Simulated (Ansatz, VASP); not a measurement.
In: VASP beside Ansatz

File INCAR:

```
SYSTEM = In
ALGO = Normal ; EDIFF = 1E-7
ENCUT = 520 ; ISIF = 2
ISMEAR = -1 ; LASPH = .True.
LCHARG = .False. ; LREAL = .False.
LWAVE = .False. ; NBANDS = 12
NELM = 60 ; PREC = Accurate
SIGMA = 0.05
```

The input KPOINTS:

```
k-points
0
Gamma
  10 10 10
  0 0 0
```

POSCAR

```
In
1.0
   -1.8440955744      1.8440955744      1.8440955744
    1.8440955744     -1.8440955744      1.8440955744
    1.8440955744      1.8440955744     -1.8440955744
In
1
Direct
    0.0000000000      0.0000000000      0.0000000000
```

The input input.yaml:

```yaml
crystal:
  lattice:
    - [-1.8440955744, 1.8440955744, 1.8440955744]
    - [1.8440955744, -1.8440955744, 1.8440955744]
    - [1.8440955744, 1.8440955744, -1.8440955744]
  atoms:
    - { symbol: In, position: [0.0, 0.0, 0.0] }
hamiltonian:
  xc: lda
  pseudopotentials: { kind: paw }
kpoints:
  mp_grid: { grid: [10, 10, 10] }
scf:
  occupations: { method: fermi_dirac, width: 0.05 }
output:
  forces: true
  stress: true
  eigenvalues: true
```

Alike in both runs: task single point; functional LDA; k mesh 10 × 10 × 10; occupations fermi-dirac, width 0.05 eV; no spin polarisation.

|  | VASP | Ansatz |
| --- | --- | --- |
| version | VASP 6.6.1 | Ansatz 0.2.0 |
| potentials or method | VASP PAW LDA potentials, release 64 (In_d) | Ansatz PAW |
| plane-wave cutoff (eV) | 520 | 420 |
| valence electrons in the cell | 13 | 13 |

```csv
,VASP,Ansatz,Ansatz less VASP
gap on the k mesh at the Fermi level (eV),none,none,-
pressure (GPa),-0.5,-0.5,-0.02
```

LDA's correlation is that of Perdew and Zunger in VASP and of Perdew and Wang (1992) in Ansatz. A gap of «none» marks a metal or a gap that the smearing closes.
